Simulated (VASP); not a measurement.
# Sb (P6_3/mmc) in VASP: a series of runs

The runs below take Sb through single point, with PBE.

All numbers are computed with VASP 6.6.1; they aren't measurements. Logs are shortened: lines on timing, memory, paths and dates and some standing lists are left out, and cuts for length are marked.

## Step 1: The cell of the first run

The structure is hexagonal, space group P6_3/mmc (No. 194). The conventional cell has a = 3.323 Å, b = 3.323 Å, c = 5.503 Å, α = 90.00°, β = 90.00°, γ = 120.00°. Within 4.4 Å of Sb (site symmetry -6m2) lie 12 Sb at 3.32 to 3.35 Å.

## Step 2: Single point, PBE (volume scaled by 0.96)

Contents of INCAR:

```
SYSTEM = Sb
PREC = Accurate ; ENCUT = 520
EDIFF = 1E-7 ; ISMEAR = -1
SIGMA = 0.1 ; LREAL = .False.
LASPH = .True. ; NELM = 80
ALGO = Normal ; ISIF = 2
LWAVE = .False. ; LCHARG = .True.
GGA = PE ; LELF = .True.
LVHAR = .True. ; NBANDS = 12
```

Contents of KPOINTS:

```
Automatic mesh
0
Gamma
  12 12 7
  0 0 0
```

Contents of POSCAR:

```
Sb
1.0
    3.3232213617      0.0000000000      0.0000000000
   -1.6616106809      2.8779941216      0.0000000000
    0.0000000000      0.0000000000      5.5029697653
Sb
2
Direct
    0.3333333333      0.6666666667      0.2500000000
    0.6666666667      0.3333333333      0.7500000000
```

Potentials or basis: VASP PAW PBE potentials, release 64 (Sb).

On the command line:

```sh
$ cat potpaw_PBE.64/Sb/POTCAR > POTCAR
$ mpirun -np 1 vasp_std > vasp.out
```

OUTCAR:

```text
SYSTEM = Sb
   PREC = Accurate
   ENCUT = 520
   EDIFF = 1E-7
   ISMEAR = -1
   LREAL = .False.
   LASPH = .True.
   NELM = 80
   ISIF = 2
   GGA = PE

 ion  position               nearest neighbor table
   1  0.333  0.667  0.250-   2 3.35   2 3.35   2 3.35   2 3.35   2 3.35   2 3.35
   2  0.667  0.333  0.750-   1 3.35   1 3.35   1 3.35   1 3.35   1 3.35   1 3.35

  LATTYP: Found a hexagonal cell.
 ALAT       =     3.3232213617
 C/A-ratio  =     1.6559142971

  Lattice vectors:

 A1 = (   3.3232213617,   0.0000000000,   0.0000000000)
 A2 = (  -1.6616106809,   2.8779941216,   0.0000000000)
 A3 = (   0.0000000000,   0.0000000000,   5.5029697653)

Analysis of symmetry for initial positions (statically):
=====================================================================
 Subroutine PRICEL returns:
 Original cell was already a primitive cell.

 Routine SETGRP: Setting up the symmetry group for a
 hexagonal supercell.

 Subroutine GETGRP returns: Found 24 space group operations
 (whereof 12 operations were pure point group operations)
 out of a pool of 24 trial point group operations.

The static configuration has the point symmetry D_3d.
 The point group associated with its full space group is D_6h.

Analysis of symmetry for dynamics (positions and initial velocities):
=====================================================================
 Subroutine PRICEL returns:
 Original cell was already a primitive cell.

 Routine SETGRP: Setting up the symmetry group for a
 hexagonal supercell.

 Subroutine GETGRP returns: Found 24 space group operations
 (whereof 12 operations were pure point group operations)
 out of a pool of 24 trial point group operations.

The dynamic configuration has the point symmetry D_3d.
 The point group associated with its full space group is D_6h.

 Subroutine INISYM returns: Found 24 space group operations
 (whereof 12 operations are pure point group operations),
 and found     1 'primitive' translations

----------------------------------------------------------------------------------------

                                     Primitive cell

  volume of cell :      52.6316

  direct lattice vectors                    reciprocal lattice vectors
     3.323221362  0.000000000  0.000000000     0.300912847  0.173732113  0.000000000
    -1.661610681  2.877994122  0.000000000     0.000000000  0.347464226  0.000000000
     0.000000000  0.000000000  5.502969765     0.000000000  0.000000000  0.181720061

  length of vectors
     3.323221362  3.323221362  5.502969765     0.347464226  0.347464226  0.181720061

  position of ions in fractional coordinates (direct lattice)
     0.333333333  0.666666667  0.250000000
     0.666666667  0.333333333  0.750000000

  ion indices of the primitive-cell ions
   primitive index   ion index
                 1           1
                 2           2

----------------------------------------------------------------------------------------

 KPOINTS: Automatic mesh

Automatic generation of k-mesh.
 Grid dimensions read from file:
 generate k-points for:   12   12    7

 Generating k-lattice:

  Cartesian coordinates                     Fractional coordinates (reciprocal lattice)
     0.025076071  0.014477676  0.000000000     0.083333333 -0.000000000  0.000000000
     0.000000000  0.028955352  0.000000000     0.000000000  0.083333333  0.000000000
     0.000000000  0.000000000  0.025960009     0.000000000  0.000000000  0.142857143

  Length of vectors
     0.028955352  0.028955352  0.025960009

  Shift w.r.t. Gamma in fractional coordinates (k-lattice)
     0.000000000  0.000000000  0.000000000

 Subroutine IBZKPT returns following result:
 ===========================================

 Found     76 irreducible k-points:

 Following reciprocal coordinates:
            Coordinates               Weight
  0.000000  0.000000  0.000000      1.000000
  0.083333  0.000000  0.000000      6.000000
  0.166667  0.000000  0.000000      6.000000
  0.250000  0.000000  0.000000      6.000000
  0.333333  0.000000  0.000000      6.000000
  0.416667  0.000000  0.000000      6.000000
[... 16 lines left out ...]
  0.250000  0.000000  0.142857     12.000000
  0.333333  0.000000  0.142857     12.000000
 [... further k-points ...]
   k-points           NKPTS =     76   k-points in BZ     NKDIM =     76   number of bands    NBANDS=     12
   number of dos      NEDOS =    301   number of ions     NIONS =      2
   total plane-waves  NPLWV =  32928
   dimension x,y,z NGX =    28 NGY =   28 NGZ =   42
   dimension x,y,z NGXF=    56 NGYF=   56 NGZF=   84
   ions per type =               2
   NGX,Y,Z   is equivalent  to a cutoff of  14.01, 14.01, 12.69 a.u.
   NGXF,Y,Z  is equivalent  to a cutoff of  28.01, 28.01, 25.38 a.u.
 SYSTEM =  Sb
   PREC   = accura    normal or accurate (medium, high low for compatibility)
   ISTART =      0    job   : 0-new  1-cont  2-samecut
   ICHARG =      2    charge: 1-file 2-atom 10-const
   ISPIN  =      1    spin polarized calculation?
   LNONCOLLINEAR =      F non collinear calculations
   LSORBIT =      F    spin-orbit coupling
   LASPH  =      T    aspherical Exc in radial PAW
   ENCUT  =  520.0 eV  38.22 Ry    6.18 a.u.   6.18  6.18 10.23*2*pi/ulx,y,z
   NELM   =     80;   NELMIN=  2; NELMDL= -5     # of ELM steps
   EDIFF  = 0.1E-06   stopping-criterion for ELM
   LREAL  =      F    real-space projection
   EDIFFG = 0.1E-05   stopping-criterion for IOM
   NSW    =      0    number of steps for IOM
   IBRION =     -1    ionic relax: 0-MD 1-quasi-New 2-CG
   NFREE  =      0    steps in history (QN), initial steepest desc. (CG)
   ISIF   =      2    stress and relaxation
   ISYM   =      2    0-nonsym 1-usesym 2-fastsym
   POTIM  = 0.5000    time-step for ionic-motion
   TEBEG  =    0.0;   TEEND  =   0.0 temperature during run
   PSTRESS=    0.0 pullay stress
   NELECT =      10.0000    total number of electrons
   NUPDOWN=      -1.0000    fix difference up-down
   EMIN   =  10.00;   EMAX   =-10.00  energy-range for DOS
   EFERMI =   0.00;   METHOD = LEGACY
   ISMEAR =    -1;   SIGMA  =   0.10  broadening in eV -4-tet -1-fermi 0-gaus
   EFERMI_NEDOS =   21; number of points for ismear=-14 and -15
   IALGO  =     38    algorithm
   IMIX   =      4    mixing-type and parameters
     AMIX     =   0.40;   BMIX     =  1.00
     AMIX_MAG =   1.60;   BMIX_MAG =  1.00
  volume/ion in A,a.u.               =      26.32       177.59
  Fermi-wavevector in a.u.,A,eV,Ry     =   0.941151  1.778518 12.051572  0.885766
  Thomas-Fermi vector in A             =   2.068634
   LORBIT       =      0    0 simple, 1 ext, 2 COOP (PROOUT), +10 PAW based schemes
   GGA     = PE    functional components
   LHFCALC =     F    Hartree Fock is set to
   AEXX    =    0.0000 exact exchange contribution
   IVDW    =     0    specifies the selected vdW correction
   LEPSILON=     F    determine dielectric tensor
   LRPA    =     F    only Hartree local field effects (RPA)
 non-spin polarized calculation
  energy-cutoff  :      520.00
  volume of cell :       52.63
 maximum number of plane-waves:      1430
 NGX is ok and might be reduce to    28
   NGX = 13   NGY = 13   NGZ = 21

 number of electron      10.0000000 magnetization

 Free energy of the ion-electron system (eV)
  ---------------------------------------------------
  ext. energy  EPLUGINS =         0.00000000
  ---------------------------------------------------
  free energy    TOTEN  =        -7.72036796 eV

  energy without entropy =       -7.67456950  energy(sigma->0) =       -7.69746873

 E-fermi :   8.8486     XC(G=0): -10.3313

 val. band max:        8.7739415062   @ k =   0.4167   0.1667   0.2857
 cond. band min:       8.8585643398   @ k =   0.3333   0.2500   0.0000
 fundamental gap:      0.0846228335
 Fermi energy:         8.8486147682

 k-point     1 :       0.0000    0.0000    0.0000
  band No.  band energies     occupation
      1      -4.2783      2.00000
      2      -0.5259      2.00000
      3       2.8389      2.00000
      4      12.6745      0.00000
      5      12.6745      0.00000
      6      14.1860      0.00000
      7      14.2894      0.00000
      8      14.2894      0.00000
      9      16.8127      0.00000
     10      17.8263      0.00000
     11      18.9204      0.00000
     12      18.9204      0.00000

 k-point     2 :       0.0833    0.0000    0.0000
  band No.  band energies     occupation
      1      -4.1520      2.00000
      2      -0.4129      2.00000
      3       2.9704      2.00000
      4      11.4127      0.00000
      5      12.1890      0.00000
      6      13.6036      0.00000
      7      14.0884      0.00000
      8      14.3811      0.00000
      9      16.9889      0.00000
     10      17.8276      0.00000
     11      18.9370      0.00000
     12      18.9858      0.00000

 k-point     3 :       0.1667    0.0000    0.0000
  band No.  band energies     occupation
      1      -3.7744      2.00000
      2      -0.0807      2.00000
      3       3.3616      2.00000
      4       9.2069      0.05410
      5      11.3166      0.00000
      6      12.0156      0.00000
      7      13.6159      0.00000
      8      14.1424      0.00000
      9      15.6547      0.00000
     10      17.7881      0.00000
     11      18.6512      0.00000
     12      19.1677      0.00000
[... 286 lines left out ...]
 k-point    23 :       0.2500    0.0000    0.1429
  band No.  band energies     occupation
      1      -3.0514      2.00000
      2       0.0213      2.00000
      3       4.5775      2.00000
      4       7.1553      2.00000
      5       9.7073      0.00037
      6      10.5972      0.00000
      7      12.4909      0.00000
      8      13.3243      0.00000
      9      14.7178      0.00000
     10      16.4464      0.00000
     11      17.4354      0.00000
     12      19.2810      0.00000

 k-point    24 :       0.3333    0.0000    0.1429
  band No.  band energies     occupation
      1      -2.2016      2.00000
      2       0.6832      2.00000
      3       4.7707      2.00000
      4       5.8889      2.00000
      5       7.7717      1.99996
      6       9.9637      0.00003
      7      11.3473      0.00000
      8      12.7774      0.00000
      9      14.0238      0.00000
     10      15.9698      0.00000
     11      17.3606      0.00000
     12      18.8460      0.00000

 [... further k-points ...]
[... 5 lines left out ...]
  --------------------------------------------------------------------------------------
  -------------------------------------------------------------------------------------
  Total        0.9863752      0.9863752      0.6800257     -0.0000000      0.0000000     -0.0000000
  in kB       30.0266188     30.0266188     20.7009192     -0.0000000      0.0000000     -0.0000000
  external PRESSURE =      26.9180522 kB  Pullay stress =       0.0000000 kB

 VOLUME and BASIS-vectors are now :
 -----------------------------------------------------------------------------
  energy-cutoff  :      520.00
  volume of cell :       52.63
      direct lattice vectors                 reciprocal lattice vectors
     3.323221362  0.000000000  0.000000000     0.300912847  0.173732113  0.000000000
    -1.661610681  2.877994122  0.000000000     0.000000000  0.347464226  0.000000000
     0.000000000  0.000000000  5.502969765     0.000000000  0.000000000  0.181720061

 POSITION                                       TOTAL-FORCE (eV/Angst)
 -----------------------------------------------------------------------------------
     -0.00000      1.91866      1.37574        -0.000000      0.000000      0.000000
      1.66161      0.95933      4.12723         0.000000      0.000000      0.000000
 -----------------------------------------------------------------------------------
    total drift:                               -0.000000      0.000000      0.000000

  FREE ENERGIE OF THE ION-ELECTRON SYSTEM (eV)
  ---------------------------------------------------
  free  energy   TOTEN  =        -7.7203679567 eV

  energy  without entropy=       -7.6745695027  energy(sigma->0) =       -7.69746873
```

Run time: 36 s. Hardware: 1 thread of Intel Xeon Platinum 8259CL at 2.50GHz (Skylake/Cascade Lake), shared host; peak memory 0.19 GiB.

What came out:

```
Free energy            : -7.7204 eV
Pressure               : 2.7 GPa
Band gap on the k mesh : zero (band 5 reaches 13.29 eV, above the bottom of band 6 at 5.84 eV)
```

Stress tensor (GPa, compression positive):
```
3.00 0.00 0.00
0.00 3.00 0.00
0.00 0.00 2.07
```

Levels at points of the mesh, in eV from the Fermi level:
| k point | band 1 | band 2 | band 3 | band 4 | band 5 | band 6 | band 7 | band 8 | band 9 | band 10 |
| --- | --- | --- | --- | --- | --- | --- | --- | --- | --- | --- |
| (0.00, 0.00, 0.00) | -13.13 | -9.37 | -6.01 | 3.83 | 3.83 | 5.34 | 5.44 | 5.44 | 7.96 | 8.98 |
| (0.50, 0.00, 0.00) | -9.40 | -8.11 | -4.47 | -3.26 | -2.33 | -0.19 | 0.48 | 3.72 | 4.52 | 7.53 |

Caveat: the cell differs from its parent crystal (volume scaled by 0.96); spin-orbit coupling is left out, which moves the levels of the heavy elements.

## Step 3: Single point, PBE

This run uses another cell than the first one, of 27.41 Å³/atom, 1.042 times its volume.

Contents of INCAR:

```
SYSTEM = Sb
PREC     = Accurate       ! precision mode
ENCUT    = 520            ! plane-wave cutoff, eV
EDIFF    = 1E-6           ! SCF threshold, eV
ISMEAR   = -1             ! smearing method
SIGMA    = 0.1            ! smearing width, eV
LREAL    = .FALSE.        ! projectors in reciprocal space
LASPH    = .TRUE.         ! aspherical terms in the spheres
NELM     = 80             ! most SCF steps
ALGO     = Normal         ! electronic algorithm
ISIF     = 2              ! what is computed and relaxed
LWAVE    = .FALSE.        ! write WAVECAR
LCHARG   = .FALSE.        ! write CHGCAR
GGA      = PE             ! functional
NBANDS   = 12             ! bands
```

Contents of KPOINTS:

```
Automatic mesh
0
G
  12 12 7
  0 0 0
```

Contents of POSCAR:

```
Sb
1.0
    3.3687505996      0.0000000000      0.0000000000
   -1.6843752998      2.9174235983      0.0000000000
    0.0000000000      0.0000000000      5.5783622814
Sb
2
Direct
    0.3333333333      0.6666666667      0.2500000000
    0.6666666667      0.3333333333      0.7500000000
```

Potentials or basis: VASP PAW PBE potentials, release 64 (Sb).

On the command line:

```sh
$ cat potpaw_PBE.64/Sb/POTCAR > POTCAR
$ mpirun -np 1 vasp_std > vasp.out
```

Wall time 30 s (1 thread of Intel Xeon Platinum 8259CL at 2.50GHz (Skylake/Cascade Lake), shared host); peak memory 0.19 GiB.

Results (log left out):

| Property | Result |
| --- | --- |
| Free energy | -7.7385 eV |
| Pressure | 0.0 GPa |
| Band gap on the k mesh | zero (band 5 reaches 12.52 eV, above the bottom of band 6 at 5.46 eV) |

Stress tensor (GPa, compression positive):
```
 0.17  0.00  0.00
 0.00  0.17  0.00
 0.00  0.00 -0.20
```

Levels at points of the mesh, in eV from the Fermi level:
```
           k point  band 2  band 3  band 4  band 5  band 6  band 7  band 8  band 9
(0.00, 0.00, 0.00)   -9.27   -5.74    3.63    3.63    5.05    5.16    5.16    7.77
(0.50, 0.00, 0.00)   -8.02   -4.38   -3.14   -2.21   -0.12    0.47    3.53    4.52
```

Caveat: spin-orbit coupling is left out, which moves the levels of the heavy elements.
